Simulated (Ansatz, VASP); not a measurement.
# One calculation of ZnO, two programs

Contents of INCAR:

```
SYSTEM = ZnO
PREC = Accurate ; ENCUT = 520
EDIFF = 1E-7 ; ISMEAR = 0
SIGMA = 0.01 ; LREAL = .FALSE.
LASPH = .TRUE. ; NELM = 100
ALGO = Normal ; ISIF = 2
LWAVE = .FALSE. ; LCHARG = .FALSE.
NBANDS = 26
```

Contents of KPOINTS:

```
Automatic mesh
0
G
  9 9 6
  0 0 0
```

POSCAR

```
ZnO
1.0
    3.1873357838      0.0000000000      0.0000000000
   -1.5936678919      2.7603137592      0.0000000000
    0.0000000000      0.0000000000      5.1528329312
Zn O
2 2
Direct
    0.3333333333      0.6666666667     -0.0590000000
    0.6666666667      0.3333333333      0.4410000000
    0.3333333333      0.6666666667      0.4410000000
    0.6666666667      0.3333333333      0.9410000000
```

Input for Ansatz:

```yaml
crystal:
  lattice:
    - [3.1873357838, 0.0, 0.0]
    - [-1.5936678919, 2.7603137592, 0.0]
    - [0.0, 0.0, 5.1528329312]
  atoms:
    - { symbol: Zn, position: [0.3333333333, 0.6666666667, -0.059] }
    - { symbol: Zn, position: [0.6666666667, 0.3333333333, 0.441] }
    - { symbol: O, position: [0.3333333333, 0.6666666667, 0.441] }
    - { symbol: O, position: [0.6666666667, 0.3333333333, 0.941] }
basis:
  ecutwfc: 420
  xc_grid: 2
kpoints:
  mp_grid: { grid: [9, 9, 6] }
hamiltonian:
  xc: lda
  pseudopotentials: { kind: paw, azcp: { folder: soft_1 } }
scf:
  occupations: { method: fixed }
output:
  forces: true
  stress: true
  eigenvalues: true
  polarization: {}
```

Change from the starting cell: polar distortion scaled by 0.00.

Alike in both runs: task single point; functional LDA; k mesh 9 × 9 × 6; no spin polarisation.

```csv
,VASP,Ansatz
version,VASP 6.6.1,Ansatz 0.2.0
potentials or method,"VASP PAW LDA potentials, release 64 (Zn, O), cutoff 520 eV","scalar-relativistic, plane waves, PAW"
occupations,"gaussian, width 0.01 eV",fixed
valence electrons in the cell,36,36
```

|  | VASP | Ansatz | Ansatz less VASP |
| --- | --- | --- | --- |
| gap on the k mesh at the Fermi level (eV) | 0.94 | 0.91 | -0.029 |
| least direct gap on the mesh (eV) | 0.94 | 0.91 | -0.029 |
| pressure (GPa) | 9.9 | 8.3 | -1.63 |
| traceless stress, the component that is largest in VASP (GPa) | -14.88 | -13.49 | +1.391 |

Ansatz warns that its potentials were made for another functional, while VASP's fit it. LDA's correlation is that of Perdew and Zunger in VASP and of Perdew and Wang (1992) in Ansatz.
